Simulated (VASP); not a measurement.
Crystal: CuO.

```xyz
4
Lattice="0.1909 -2.1867 -2.0567 -2.0331 0.1070 -1.9728 2.3990 2.3010 -4.4185" Properties=species:S:1:pos:R:3 pbc="T T T"
Cu    0.1726    0.1761   -4.1301
Cu   -1.7600   -1.9689   -4.0564
O     0.4124    0.0278   -6.3845
O     0.1678    0.0173   -2.1306
```

Base run:

- Program: VASP 6.6.1
- Functional: BLYP
- Potentials or basis: VASP PAW PBE potentials, release 64 (Cu, O)
- Cutoff: 520 eV
- k mesh: 10 × 10 × 5
- Occupations: fermi-dirac, width 0.05 eV
- Spin: no spin polarisation

Its results: band gap on the k mesh zero (bands 17 and 18 overlap by 0.72 eV); pressure 0.5 GPa; largest force 1.667 eV/Å.

Task: The run is repeated on the same cell with these changes: functional from BLYP to LDA; potentials or basis from VASP PAW PBE potentials, release 64 (Cu, O) to VASP PAW LDA potentials, release 64 (Cu, O). What comes out?

Result: Band gap on the k mesh zero (bands 17 and 18 overlap by 0.73 eV); pressure -20.6 GPa; largest force 1.363 eV/Å.

Caveats: semilocal functionals often make such compounds metallic where correlation or magnetic order opens a gap, which also shifts bond lengths; the PAW data sets were made with another functional, which shifts forces and pressure a little (at least some runs); the cell stands under tension (at least some runs); forces of over 1 eV/Å act on the atoms, so gaps and moduli don't describe the material at rest (at least some runs).
